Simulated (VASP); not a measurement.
# Al2HCl (Pmmn) in VASP: notebook

Al2HCl is run at these levels: PBE; tasks: single point, relaxation of cell and atoms.

Everything below comes from runs of VASP 6.6.1. Logs are shortened: lines on timing, memory, paths and dates and some standing lists are left out, and cuts for length are marked.

### 1 The cell of the first run

The structure is orthorhombic, space group Pmmn (No. 59). Conventional cell: a = 2.918 Å, b = 4.523 Å, c = 5.054 Å, α = 90.00°, β = 90.00°, γ = 90.00°. Al (site symmetry m) has 3 H at 2.03 Å and 3 Cl at 2.03 Å and 2 Al at 2.26 Å within 2.7 Å. Within 2.7 Å of H (site symmetry mm2) lie 6 Al at 2.03 Å. Cl (site symmetry mm2) has 6 Al at 2.03 Å within 2.7 Å.

### 2 Single point, PBE

The input, INCAR:

```
SYSTEM = Al2HCl
PREC = Accurate ; ENCUT = 520
EDIFF = 1E-7 ; ISMEAR = 0
SIGMA = 0.1 ; LREAL = .False.
LASPH = .True. ; NELM = 100
ALGO = Normal ; ISIF = 2
LWAVE = .False. ; LCHARG = .False.
GGA = PE ; NBANDS = 24
```

The input, KPOINTS:

```
regular mesh
0
Gamma
  6 4 4
  0 0 0
```

The input, POSCAR:

```
Al2HCl
1.0
    2.9182018300      0.0000000000      0.0000000000
    0.0000000000      4.5232128300      0.0000000000
    0.0000000000      0.0000000000      5.0544738300
Al H Cl
4 2 2
Direct
    0.0000000000      0.7500000000      0.7500000000
    0.5000000000      0.7500000000      0.2500000000
    0.0000000000      0.2500000000      0.7500000000
    0.5000000000      0.2500000000      0.2500000000
    0.5000000000      0.5000000000      0.9166666700
    0.0000000000      0.0000000000      0.0833333300
    0.0000000000      0.5000000000      0.4166666700
    0.5000000000      0.0000000000      0.5833333300
```

Potentials or basis: VASP PAW PBE potentials, release 64 (Al, H, Cl).

The run is started by

```bash
> cat potpaw_PBE.64/Al/POTCAR potpaw_PBE.64/H/POTCAR potpaw_PBE.64/Cl/POTCAR > POTCAR
> mpirun -np 1 vasp_std > vasp.out
```

OUTCAR:

```text
SYSTEM = Al2HCl
   PREC = Accurate
   ENCUT = 520
   EDIFF = 1E-7
   ISMEAR = 0
   LREAL = .False.
   LASPH = .True.
   NELM = 100
   ISIF = 2
   GGA = PE

 ion  position               nearest neighbor table
   1  0.000  0.750  0.750-   6 2.03   7 2.03   5 2.03   8 2.03   5 2.03   8 2.03   3 2.26   3 2.26
                             2 2.92   2 2.92   2 2.92   2 2.92
   2  0.500  0.750  0.250-   5 2.03   8 2.03   7 2.03   6 2.03   6 2.03   7 2.03   4 2.26   4 2.26
                             1 2.92   1 2.92   1 2.92   1 2.92
   3  0.000  0.250  0.750-   6 2.03   7 2.03   5 2.03   8 2.03   5 2.03   8 2.03   1 2.26   1 2.26
                             4 2.92   4 2.92   4 2.92   4 2.92
   4  0.500  0.250  0.250-   5 2.03   8 2.03   7 2.03   6 2.03   6 2.03   7 2.03   2 2.26   2 2.26
                             3 2.92   3 2.92   3 2.92   3 2.92
   5  0.500  0.500  0.917-   2 2.03   4 2.03   3 2.03   1 2.03   1 2.03   3 2.03
   6  0.000  0.000  0.083-   1 2.03   3 2.03   2 2.03   4 2.03   2 2.03   4 2.03
   7  0.000  0.500  0.417-   1 2.03   3 2.03   2 2.03   4 2.03   2 2.03   4 2.03
   8  0.500  0.000  0.583-   2 2.03   4 2.03   3 2.03   1 2.03   1 2.03   3 2.03

  LATTYP: Found a simple orthorhombic cell.
 ALAT       =     2.9182018300
 B/A-ratio  =     1.5499999978
 C/A-ratio  =     1.7320508054

  Lattice vectors:

 A1 = (   2.9182018300,   0.0000000000,   0.0000000000)
 A2 = (   0.0000000000,   4.5232128300,   0.0000000000)
 A3 = (   0.0000000000,   0.0000000000,   5.0544738300)

Analysis of symmetry for initial positions (statically):
=====================================================================
 Subroutine PRICEL returns:
 Original cell was already a primitive cell.

 Routine SETGRP: Setting up the symmetry group for a
 simple orthorhombic supercell.

 Subroutine GETGRP returns: Found  8 space group operations
 (whereof  4 operations were pure point group operations)
 out of a pool of  8 trial point group operations.

The static configuration has the point symmetry C_2v.
 The point group associated with its full space group is D_2h.

Analysis of symmetry for dynamics (positions and initial velocities):
=====================================================================
 Subroutine PRICEL returns:
 Original cell was already a primitive cell.

 Routine SETGRP: Setting up the symmetry group for a
 simple orthorhombic supercell.

 Subroutine GETGRP returns: Found  8 space group operations
 (whereof  4 operations were pure point group operations)
 out of a pool of  8 trial point group operations.

The dynamic configuration has the point symmetry C_2v.
 The point group associated with its full space group is D_2h.

 Subroutine INISYM returns: Found  8 space group operations
 (whereof  4 operations are pure point group operations),
 and found     1 'primitive' translations

----------------------------------------------------------------------------------------

                                     Primitive cell

  volume of cell :      66.7173

  direct lattice vectors                    reciprocal lattice vectors
     2.918201830  0.000000000  0.000000000     0.342676778  0.000000000  0.000000000
     0.000000000  4.523212830  0.000000000     0.000000000  0.221081792  0.000000000
     0.000000000  0.000000000  5.054473830     0.000000000  0.000000000  0.197844530

  length of vectors
     2.918201830  4.523212830  5.054473830     0.342676778  0.221081792  0.197844530

  position of ions in fractional coordinates (direct lattice)
     0.000000000  0.750000000  0.750000000
     0.500000000  0.750000000  0.250000000
     0.000000000  0.250000000  0.750000000
     0.500000000  0.250000000  0.250000000
     0.500000000  0.500000000  0.916666670
     0.000000000  0.000000000  0.083333330
     0.000000000  0.500000000  0.416666670
     0.500000000  0.000000000  0.583333330

  ion indices of the primitive-cell ions
   primitive index   ion index
                 1           1
                 2           2
                 3           3
                 4           4
                 5           5
                 6           6
                 7           7
                 8           8

----------------------------------------------------------------------------------------

 KPOINTS: regular mesh

Automatic generation of k-mesh.
 Grid dimensions read from file:
 generate k-points for:    6    4    4

 Generating k-lattice:

  Cartesian coordinates                     Fractional coordinates (reciprocal lattice)
     0.057112796  0.000000000  0.000000000     0.166666667  0.000000000  0.000000000
     0.000000000  0.055270448  0.000000000     0.000000000  0.250000000  0.000000000
     0.000000000  0.000000000  0.049461133     0.000000000  0.000000000  0.250000000

  Length of vectors
     0.057112796  0.055270448  0.049461133

  Shift w.r.t. Gamma in fractional coordinates (k-lattice)
     0.000000000  0.000000000  0.000000000

 Subroutine IBZKPT returns following result:
 ===========================================

 Found     36 irreducible k-points:

 Following reciprocal coordinates:
            Coordinates               Weight
  0.000000  0.000000  0.000000      1.000000
  0.166667  0.000000  0.000000      2.000000
  0.333333  0.000000  0.000000      2.000000
  0.500000  0.000000  0.000000      1.000000
  0.000000  0.250000  0.000000      2.000000
  0.166667  0.250000  0.000000      4.000000
[... 16 lines left out ...]
  0.333333  0.500000  0.250000      4.000000
  0.500000  0.500000  0.250000      2.000000
 [... further k-points ...]
   k-points           NKPTS =     36   k-points in BZ     NKDIM =     36   number of bands    NBANDS=     24
   number of dos      NEDOS =    301   number of ions     NIONS =      8
   total plane-waves  NPLWV =  34560
   dimension x,y,z NGX =    24 NGY =   36 NGZ =   40
   dimension x,y,z NGXF=    48 NGYF=   72 NGZF=   80
   ions per type =               4   2   2
   NGX,Y,Z   is equivalent  to a cutoff of  13.67, 13.23, 13.16 a.u.
   NGXF,Y,Z  is equivalent  to a cutoff of  27.34, 26.46, 26.31 a.u.
 SYSTEM =  Al2HCl
   PREC   = accura    normal or accurate (medium, high low for compatibility)
   ISTART =      0    job   : 0-new  1-cont  2-samecut
   ICHARG =      2    charge: 1-file 2-atom 10-const
   ISPIN  =      1    spin polarized calculation?
   LNONCOLLINEAR =      F non collinear calculations
   LSORBIT =      F    spin-orbit coupling
   LASPH  =      T    aspherical Exc in radial PAW
   ENCUT  =  520.0 eV  38.22 Ry    6.18 a.u.   5.43  8.41  9.40*2*pi/ulx,y,z
   NELM   =    100;   NELMIN=  2; NELMDL= -5     # of ELM steps
   EDIFF  = 0.1E-06   stopping-criterion for ELM
   LREAL  =      F    real-space projection
   EDIFFG = 0.1E-05   stopping-criterion for IOM
   NSW    =      0    number of steps for IOM
   IBRION =     -1    ionic relax: 0-MD 1-quasi-New 2-CG
   NFREE  =      0    steps in history (QN), initial steepest desc. (CG)
   ISIF   =      2    stress and relaxation
   ISYM   =      2    0-nonsym 1-usesym 2-fastsym
   POTIM  = 0.5000    time-step for ionic-motion
   TEBEG  =    0.0;   TEEND  =   0.0 temperature during run
   PSTRESS=    0.0 pullay stress
   NELECT =      28.0000    total number of electrons
   NUPDOWN=      -1.0000    fix difference up-down
   EMIN   =  10.00;   EMAX   =-10.00  energy-range for DOS
   EFERMI =   0.00;   METHOD = LEGACY
   ISMEAR =     0;   SIGMA  =   0.10  broadening in eV -4-tet -1-fermi 0-gaus
   EFERMI_NEDOS =   21; number of points for ismear=-14 and -15
   IALGO  =     38    algorithm
   IMIX   =      4    mixing-type and parameters
     AMIX     =   0.40;   BMIX     =  1.00
     AMIX_MAG =   1.60;   BMIX_MAG =  1.00
  volume/ion in A,a.u.               =       8.34        56.28
  Fermi-wavevector in a.u.,A,eV,Ry     =   1.225692  2.316222 20.440322  1.502321
  Thomas-Fermi vector in A             =   2.360721
   LORBIT       =      0    0 simple, 1 ext, 2 COOP (PROOUT), +10 PAW based schemes
   GGA     = PE    functional components
   LHFCALC =     F    Hartree Fock is set to
   AEXX    =    0.0000 exact exchange contribution
   IVDW    =     0    specifies the selected vdW correction
   LEPSILON=     F    determine dielectric tensor
   LRPA    =     F    only Hartree local field effects (RPA)
 non-spin polarized calculation
 Gauss-broadening in eV      SIGMA  =   0.10
  energy-cutoff  :      520.00
  volume of cell :       66.72
 maximum number of plane-waves:      1818
 NGX is ok and might be reduce to    24
   NGX = 11   NGY = 17   NGZ = 19

 number of electron      28.0000000 magnetization

 Free energy of the ion-electron system (eV)
  ---------------------------------------------------
  ext. energy  EPLUGINS =         0.00000000
  ---------------------------------------------------
  free energy    TOTEN  =        -3.41370107 eV

  energy without entropy =       -3.39825008  energy(sigma->0) =       -3.40597558

 E-fermi :  14.6309     XC(G=0): -12.2719

 val. band max:       14.6177845287   @ k =   0.1667   0.5000   0.2500
 cond. band min:      14.6603685979   @ k =   0.1667   0.2500   0.2500
 fundamental gap:      0.0425840692
 Fermi energy:        14.6309031947

 k-point     1 :       0.0000    0.0000    0.0000
  band No.  band energies     occupation
      1     -10.5400      2.00000
      2      -7.8627      2.00000
      3      -0.4541      2.00000
      4       0.8769      2.00000
      5       1.7626      2.00000
      6       3.7440      2.00000
[... 16 lines left out ...]
     23      20.6013      0.00000
     24      21.0440      0.00000

 k-point     2 :       0.1667    0.0000    0.0000
  band No.  band energies     occupation
      1     -10.2077      2.00000
      2      -7.7240      2.00000
      3      -0.0876      2.00000
      4       1.0143      2.00000
      5       2.0569      2.00000
      6       2.5831      2.00000
[... 16 lines left out ...]
     23      20.7742      0.00000
     24      21.1371      0.00000
[... 565 lines left out ...]
     23      21.2571      0.00000
     24      21.2571      0.00000

 k-point    24 :       0.5000    0.5000    0.2500
  band No.  band energies     occupation
      1      -8.0638      2.00000
      2      -8.0638      2.00000
      3      -1.0154      2.00000
      4      -1.0154      2.00000
      5       2.5864      2.00000
      6       2.5864      2.00000
[... 16 lines left out ...]
     23      21.1092      0.00000
     24      21.1092      0.00000

 [... further k-points ...]

------------------------ aborting loop because EDIFF is reached ----------------------------------------

  FORCE on cell =-STRESS in cart. coord.  units (eV):
  Direction    XX          YY          ZZ          XY          YZ          ZX
  --------------------------------------------------------------------------------------
  -------------------------------------------------------------------------------------
  Total       46.0996107     62.5974893     50.1992835      0.0000000      0.0000000      0.0000000
  in kB     1107.0558708   1503.2430206   1205.5071756      0.0000000      0.0000000      0.0000000
  external PRESSURE =    1271.9353556 kB  Pullay stress =       0.0000000 kB

 VOLUME and BASIS-vectors are now :
 -----------------------------------------------------------------------------
  energy-cutoff  :      520.00
  volume of cell :       66.72
      direct lattice vectors                 reciprocal lattice vectors
     2.918201830  0.000000000  0.000000000     0.342676778  0.000000000  0.000000000
     0.000000000  4.523212830  0.000000000     0.000000000  0.221081792  0.000000000
     0.000000000  0.000000000  5.054473830     0.000000000  0.000000000  0.197844530

 POSITION                                       TOTAL-FORCE (eV/Angst)
 -----------------------------------------------------------------------------------
      0.00000      3.39241      3.79086         0.000000     -2.702746      8.540311
      1.45910      3.39241      1.26362         0.000000      2.702746     -8.540311
      0.00000      1.13080      3.79086        -0.000000      2.702746      8.540311
      1.45910      1.13080      1.26362         0.000000     -2.702746     -8.540311
      1.45910      2.26161      4.63327         0.000000     -0.000000      0.196251
      0.00000      0.00000      0.42121         0.000000     -0.000000     -0.196251
      0.00000      2.26161      2.10603         0.000000     -0.000000      0.378715
      1.45910      0.00000      2.94844         0.000000     -0.000000     -0.378715
 -----------------------------------------------------------------------------------
    total drift:                               -0.000000     -0.000000     -0.000000

  FREE ENERGIE OF THE ION-ELECTRON SYSTEM (eV)
  ---------------------------------------------------
  free  energy   TOTEN  =        -3.4137010705 eV

  energy  without entropy=       -3.3982500812  energy(sigma->0) =       -3.40597558
```

Wall time 93 s (1 thread of Oxide Virtual Turin-like, shared host); peak memory 0.16 GiB.

What came out:

| Quantity | Value |
| --- | --- |
| Free energy | -3.4137 eV |
| Pressure | 127.2 GPa |
| Largest force | 8.958 eV/Å |
| Band gap on the k mesh | zero (bands 14 and 15 overlap by 1.75 eV) |

Forces on the atoms (eV/Å):
```
Al   0.000 -2.703  8.540
Al   0.000  2.703 -8.540
Al   0.000  2.703  8.540
Al   0.000 -2.703 -8.540
H    0.000  0.000  0.196
H    0.000  0.000 -0.196
Cl   0.000  0.000  0.379
Cl   0.000  0.000 -0.379
```

Stress tensor (GPa, compression positive):
```
110.71   0.00   0.00
  0.00 150.32   0.00
  0.00   0.00 120.55
```

Caveat: the cell stands under pressure; forces of over 1 eV/Å act on the atoms, so gaps and moduli don't describe the material at rest.

### 3 Single point, PBE

This run uses another cell than the first one, of 19.09 Å³/atom.

The input, INCAR:

```
SYSTEM = Al2HCl
  ALGO = Normal
  EDIFF = 1E-6
  ENCUT = 520
  GGA = PE
  ISIF = 2
  ISMEAR = 0
  LASPH = .TRUE.
  LCHARG = .FALSE.
  LREAL = .FALSE.
  LWAVE = .FALSE.
  NBANDS = 24
  NELM = 60
  PREC = Accurate
  SIGMA = 0.1
```

The input, KPOINTS:

```
k-points
0
G
  6 4 4
  0 0 0
```

The input, POSCAR:

```
Al2HCl
1.0
    3.4460905979      0.0000000000      0.0000000000
    0.0000000000      5.3089538051      0.0000000000
    0.0000000000      0.0000000000      8.3454413987
Al H Cl
4 2 2
Direct
    0.0000000000      0.7594923065      0.8707757211
    0.5000000000      0.7405076935      0.1292242789
    0.0000000000      0.2405076935      0.8707757211
    0.5000000000      0.2594923065      0.1292242789
    0.5000000000      0.5000000000      0.9131954115
    0.0000000000      0.0000000000      0.0868045885
    0.0000000000      0.5000000000      0.6377604234
    0.5000000000      0.0000000000      0.3622395766
```

Potentials or basis: VASP PAW PBE potentials, release 64 (Al, H, Cl).

The run is started by

```bash
> cat potpaw_PBE.64/Al/POTCAR potpaw_PBE.64/H/POTCAR potpaw_PBE.64/Cl/POTCAR > POTCAR
> mpirun -np 1 vasp_std > vasp.out
```

Run time: 3.2 min. Hardware: 1 thread of Oxide Virtual Turin-like, shared host; peak memory 0.27 GiB.

It converged, with:

```yaml
Free_energy: -26.0074 eV
Pressure: 0.0 GPa
Largest_force: 0.023 eV/Å
Band_gap_on_the_k_mesh: zero (bands 14 and 15 overlap by 2.61 eV)
```

Forces on the atoms (eV/Å):
```
Al   0.000 -0.018 -0.005
Al   0.000  0.018  0.005
Al   0.000  0.018 -0.005
Al   0.000 -0.018  0.005
H    0.000  0.000  0.001
H    0.000  0.000 -0.001
Cl   0.000  0.000  0.023
Cl   0.000  0.000 -0.023
```

Stress tensor (GPa, compression positive):
```
-0.06  0.00  0.00
 0.00 -0.14  0.00
 0.00  0.00  0.15
```

Levels at points of the mesh, in eV from the Fermi level:
```
           k point  band 12  band 13  band 14  band 15  band 16  band 17
(0.00, 0.00, 0.00)    -2.95    -1.86     1.20     1.61     2.15     2.52
(0.50, 0.00, 0.00)    -1.87    -1.47    -1.47    -1.02    -1.02     2.03
(0.00, 0.50, 0.00)    -2.59     0.78     0.78     2.45     2.45     3.25
(0.50, 0.50, 0.00)    -3.51    -1.32    -1.32     0.79     0.79     3.63
(0.00, 0.00, 0.50)    -2.97    -1.94     0.98     2.15     2.39     2.71
(0.50, 0.00, 0.50)    -1.67    -1.43    -1.43    -1.05    -1.05     1.79
(0.00, 0.50, 0.50)    -2.40     0.79     0.79     2.56     2.56     3.23
(0.50, 0.50, 0.50)    -3.41    -1.41    -1.41     0.42     0.42     3.52
```

(Continued in part 2 of 2.)
